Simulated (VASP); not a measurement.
Write the native input for VASP 6.6.1 that does the following.

| Quantity | Value |
| --- | --- |
| Task | single point |
| Functional | r2SCAN |
| Potentials or basis | VASP PAW PBE potentials, release 64 (Os) |
| Cutoff | 520 eV |
| k mesh | 10 × 10 × 13 |
| Occupations | fermi-dirac, width 0.1 eV |
| Spin | no spin polarisation |
| Dipole correction | no |
| Further INCAR settings | ALGO = Normal; EDIFF = 1e-06; NBANDS = 19 |

The system is Os.

```
CELL_PARAMETERS angstrom
4.17817 0.00000 0.00000
-2.08908 3.61840 0.00000
0.00000 0.00000 2.63031
ATOMIC_POSITIONS crystal
Os 0.00000 0.00000 0.00000
Os 0.33333 0.66667 0.50000
Os 0.66667 0.33333 0.50000
```

This isn't the form of Os at room conditions, which is hcp.

One way to write it, as run:

POSCAR

```
Os
1.0
    4.1781679926      0.0000000000      0.0000000000
   -2.0890839963      3.6183996229      0.0000000000
    0.0000000000      0.0000000000      2.6303056781
Os
3
Direct
    1.0000000000      1.0000000000      1.0000000000
    0.3333333333      0.6666666667      0.5000000000
    0.6666666667      0.3333333333      0.5000000000
```

INCAR.step1

```
SYSTEM = Os
ALGO = Normal
EDIFF = 1E-4
ENCUT = 520
GGA = PE
ISMEAR = -1
LASPH = .TRUE.
LCHARG = .FALSE.
LREAL = .FALSE.
LWAVE = .TRUE.
NBANDS = 19
NELM = 80
PREC = Accurate
SIGMA = 0.1
```

INCAR.step2

```
SYSTEM = Os
ALGO = Normal
EDIFF = 1E-6
ENCUT = 520
ISIF = 2
ISMEAR = -1
ISTART = 1
LASPH = .TRUE.
LCHARG = .FALSE.
LMIXTAU = .TRUE.
LREAL = .FALSE.
LWAVE = .FALSE.
METAGGA = R2SCAN
NBANDS = 19
NELM = 80
PREC = Accurate
SIGMA = 0.1
```

KPOINTS

```
k-points
0
G
  10 10 13
  0 0 0
```

Potentials or basis: VASP PAW PBE potentials, release 64 (Os).

Command:

```bash
$ cat potpaw_PBE.64/Os/POTCAR > POTCAR
$ cp INCAR.step1 INCAR
$ mpirun -np 1 vasp_std > vasp.out
$ cp INCAR.step2 INCAR
$ mpirun -np 1 vasp_std > vasp.out
```

Results of the run:

```json
{"Pressure": "42.4 GPa", "Band gap on the k mesh": "zero (bands 12 and 13 overlap by 3.07 eV)"}
```

Caveat: the cell stands under pressure; the PAW data sets were made with another functional, which shifts forces and pressure a little; spin-orbit coupling is left out, which moves the levels of the heavy elements.

Run time: 3.6 min on 1 thread of Oxide Virtual Turin-like Processor, on a shared host, peak memory 0.17 GiB.
